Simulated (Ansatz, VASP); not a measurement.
# One calculation of Cs, two programs

Contents of INCAR:

```
SYSTEM = Cs
ALGO     = Normal         ! electronic algorithm
EDIFF    = 1E-6           ! SCF threshold, eV
ENCUT    = 500            ! plane-wave cutoff, eV
GGA      = LIBXC          ! functional
GGA_COMPAT= .FALSE.      
ISIF     = 2              ! what is computed and relaxed
ISMEAR   = -5             ! smearing method
LASPH    = .TRUE.         ! aspherical terms in the spheres
LCHARG   = .FALSE.        ! write CHGCAR
LIBXC1   = GGA_X_PBE_SOL
LIBXC2   = GGA_C_PBE    
LREAL    = .FALSE.        ! projectors in reciprocal space
LWAVE    = .FALSE.        ! write WAVECAR
NBANDS   = 10             ! bands
NELM     = 120            ! most SCF steps
PREC     = Accurate       ! precision mode
SIGMA    = 0.05           ! smearing width, eV
```

Contents of KPOINTS:

```
k-points
0
G
  6 6 6
  0 0 0
```

POSCAR

```
Cs
1.0
   -3.1284650614      3.1284650614      3.1284650614
    3.1284650614     -3.1284650614      3.1284650614
    3.1284650614      3.1284650614     -3.1284650614
Cs
1
Direct
    0.0000000000      0.0000000000      0.0000000000
```

File input.yaml:

```yaml
crystal:
  lattice:
    - [-3.1284650614, 3.1284650614, 3.1284650614]
    - [3.1284650614, -3.1284650614, 3.1284650614]
    - [3.1284650614, 3.1284650614, -3.1284650614]
  atoms:
    - { symbol: Cs, position: [0.0, 0.0, 0.0] }
kpoints:
  mp_grid: { grid: [6, 6, 6] }
scf:
  occupations: { method: tetrahedron }
hamiltonian:
  xc: { exchange: pbesol, correlation: pbe }
  pseudopotentials: { kind: all_electron, lapw: { basis_error: 0.002 } }
output:
  forces: true
  stress: true
  eigenvalues: true
```

Alike in both runs: task single point; functional pbesol exchange, pbe correlation; k mesh 6 × 6 × 6; occupations tetrahedron; no spin polarisation.

|  | VASP | Ansatz |
| --- | --- | --- |
| version | VASP 6.6.1 | Ansatz 0.2.0 |
| potentials or method | VASP PAW PBE potentials, release 64 (Cs_sv), cutoff 500 eV | all-electron LAPW, scalar-relativistic |

Ansatz gave:

| Property | Result |
| --- | --- |
| gap on the k mesh at the Fermi level (eV) | none |
| pressure (GPa) | -0.1 |

Problem. Which values does VASP return?

Solution. gap on the k mesh at the Fermi level (eV): none; pressure (GPa): -0.2.

VASP's potentials were made for PBE, not for pbesol exchange, pbe correlation. A gap of «none» marks a metal or a gap that the smearing closes. Ansatz ran all-electron here, and VASP with PAW potentials.

Neither program's run includes spin-orbit coupling.
